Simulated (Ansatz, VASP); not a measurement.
**Two plane-wave programs on TlSn**

File INCAR:

```
PREC     = Accurate       # precision mode
ENCUT    = 520            # plane-wave cutoff, eV
EDIFF    = 1E-8           # SCF threshold, eV
ISMEAR   = -1             # smearing method
SIGMA    = 0.08           # smearing width, eV
LREAL    = F              # projectors in reciprocal space
LASPH    = T              # aspherical terms in the spheres
NELM     = 80             # most SCF steps
ALGO     = Normal         # electronic algorithm
ISIF     = 2              # what is computed and relaxed
LWAVE    = F              # write WAVECAR
LCHARG   = F              # write CHGCAR
GGA      = CA             # functional
LEFG     = T            
NBANDS   = 20             # bands
```

File KPOINTS:

```
regular mesh
0
Gamma
  9 9 8
```

Contents of POSCAR:

```
TlSn
1.0
    3.5409391629      0.0000000000      0.0000000000
    0.0000000000      3.5409391629      0.0000000000
    0.0000000000      0.0000000000      4.2856892256
Tl Sn
1 1
Direct
    0.0000000000      0.0000000000      0.0000000000
    0.5000000000      0.5000000000      0.5000000000
```

Input for Ansatz:

```yaml
crystal:
  lattice:
    - [3.5409391629, 0.0, 0.0]
    - [0.0, 3.5409391629, 0.0]
    - [0.0, 0.0, 4.2856892256]
  atoms:
    - { symbol: Tl, position: [0.0, 0.0, 0.0] }
    - { symbol: Sn, position: [0.5, 0.5, 0.5] }
kpoints:
  mp_grid: { grid: [9, 9, 8] }
scf:
  occupations: { method: fermi_dirac, width: 0.08 }
hamiltonian:
  xc: lda
  pseudopotentials: { kind: paw }
output:
  forces: true
  stress: true
  eigenvalues: true
  efg: { contact_densities: true }
```

Change from the starting cell: volume scaled by 0.94, PAW files.

Alike in both runs: task electric field gradients; functional LDA; k mesh 9 × 9 × 8; occupations fermi-dirac, width 0.08 eV; no spin polarisation.

|  | VASP | Ansatz |
| --- | --- | --- |
| version | VASP 6.6.1 | Ansatz 0.2.0 |
| potentials or method | VASP PAW LDA potentials, release 64 (Tl_d, Sn_d) | PAW with Ansatz's default frozen-core files, scalar-relativistic |
| plane-wave cutoff (eV) | 520 | 420 |
| valence electrons in the cell | 27 | 27 |

```csv
,VASP,Ansatz,Ansatz less VASP
pressure (GPa),-0.7,-0.8,-0.05
"traceless stress, the component that is largest in VASP (GPa)",0.44,0.45,+0.009
size of Vzz on the site where it differs most (V/Å²),11.1,9.5,-1.59
```

LDA's correlation is that of Perdew and Zunger in VASP and of Perdew and Wang (1992) in Ansatz.

Spin-orbit coupling is off throughout.
